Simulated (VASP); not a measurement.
A run of VASP 6.6.1:

File INCAR:

```
SYSTEM = KI
ALGO     = Normal         ! electronic algorithm
EDIFF    = 1E-6           ! SCF threshold, eV
ENCUT    = 520            ! plane-wave cutoff, eV
GGA      = PE             ! functional
ISIF     = 2              ! what is computed and relaxed
ISMEAR   = 0              ! smearing method
LASPH    = .True.         ! aspherical terms in the spheres
LCHARG   = .True.         ! write CHGCAR
LELF     = .True.         ! ELF
LREAL    = .False.        ! projectors in reciprocal space
LVHAR    = .True.       
LWAVE    = .False.        ! write WAVECAR
NBANDS   = 15             ! bands
NELM     = 60             ! most SCF steps
PREC     = Accurate       ! precision mode
SIGMA    = 0.01           ! smearing width, eV
```

Contents of KPOINTS:

```
k-points
0
Gamma
  6 6 6
  0 0 0
```

File POSCAR:

```
KI
1.0
    0.0000000000      3.5519347860      3.5519347860
    3.5519347860      0.0000000000      3.5519347860
    3.5519347860      3.5519347860      0.0000000000
K I
1 1
Direct
    0.0000000000      0.0000000000      0.0000000000
    0.5000000000      0.5000000000      0.5000000000
```

Potentials or basis: VASP PAW PBE potentials, release 64 (K_sv, I).

Launch:

```sh
$ cat potpaw_PBE.64/K_sv/POTCAR potpaw_PBE.64/I/POTCAR > POTCAR
$ mpirun -np 1 vasp_std > vasp.out
```

Hardware: 1 thread of AMD EPYC 7R13, with other jobs on the host.

How long does it take, and how much memory?

It took 67 s on 1 thread of AMD EPYC 7R13 (shared host), peak memory 0.21 GiB. Counts: scf iterations 12, k points 16.
